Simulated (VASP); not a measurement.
A run of VASP 6.6.1:

Contents of INCAR:

```
SYSTEM = Re
PREC = Accurate
ENCUT = 600
EDIFF = 1E-7
ISMEAR = 0
SIGMA = 0.05
LREAL = .False.
LASPH = .True.
NELM = 120
ALGO = Normal
ISIF = 3
LWAVE = .False.
LCHARG = .False.
IBRION = 2
NSW = 80
EDIFFG = -0.01
PSTRESS = 300.0
GGA_COMPAT = .False.
NELMIN = 4
```

The input KPOINTS:

```
regular mesh
0
Gamma
  10 10 10
  0 0 0
```

The input POSCAR:

```
Re
1.0
   -1.5450000000      1.5450000000      1.5450000000
    1.5450000000     -1.5450000000      1.5450000000
    1.5450000000      1.5450000000     -1.5450000000
Re
1
Direct
    0.0000000000      0.0000000000      0.0000000000
```

Potentials or basis: VASP PAW LDA potentials, release 64 (Re).

Run with:

```sh
$ cat potpaw_LDA.64/Re/POTCAR > POTCAR
$ mpirun -np 1 vasp_std > vasp.out
```

Hardware: 1 thread of Intel(R) Xeon(R) Platinum 8259CL CPU @ 2.50GHz (Skylake/Cascade Lake), on a shared host.

Q: Estimate the wall time of this run.

A: It took 16 s on 1 thread of Intel(R) Xeon(R) Platinum 8259CL CPU @ 2.50GHz (Skylake/Cascade Lake), with other jobs on the host, peak memory 0.16 GiB. Counts: scf iterations 41, k points 47, ion steps 5.
